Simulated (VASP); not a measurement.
A run of VASP 6.6.1 is set up as follows.

The input INCAR:

```
PREC = Accurate
ENCUT = 600
EDIFF = 1E-7
ISMEAR = 0
SIGMA = 0.1
LREAL = False
LASPH = True
NELM = 100
ALGO = Normal
ISIF = 3
LWAVE = False
LCHARG = False
GGA = PE
IBRION = 2
NSW = 100
EDIFFG = -0.01
```

The input KPOINTS:

```
Automatic mesh
0
Gamma
  8 8 8
```

The input POSCAR:

```
ZrTlF6
1.0
    0.0000000000      4.4473936153      4.4473936153
    4.4473936153      0.0000000000      4.4473936153
    4.4473936153      4.4473936153      0.0000000000
Zr Tl F
1 1 6
Direct
    0.0000000000      0.0000000000      0.0000000000
    0.5000000000      0.5000000000      0.5000000000
    0.7722185382      0.2277814618      0.2277814618
    0.2277814618      0.7722185382      0.7722185382
    0.2277814618      0.7722185382      0.2277814618
    0.7722185382      0.2277814618      0.7722185382
    0.2277814618      0.2277814618      0.7722185382
    0.7722185382      0.7722185382      0.2277814618
```

Potentials or basis: VASP PAW PBE potentials, release 64 (Zr_sv, Tl_d, F).

Launch:

```console
$ cat potpaw_PBE.64/Zr_sv/POTCAR potpaw_PBE.64/Tl_d/POTCAR potpaw_PBE.64/F/POTCAR > POTCAR
$ mpirun -np 1 vasp_std > vasp.out
```

What does it give for the relaxed volume?

21.87 Å³/atom.

Estimate the band gap on the k mesh.

zero (an odd number of electrons rules out a gap without spin polarisation).

Step by step:
```
step  energy change (eV)  largest force (eV/Å)  pressure (GPa)  volume (Å³)
   1              0.0000                0.0405           -0.15       175.93
   2             -0.0007                0.0220           -0.05       175.42
   3             -0.0009                0.0065            0.03       175.00
```

Caveat: spin-orbit coupling is left out, which moves the levels of the heavy elements; an odd number of electrons without spin polarisation forces a metal; a magnetic or distorted state may lie lower.
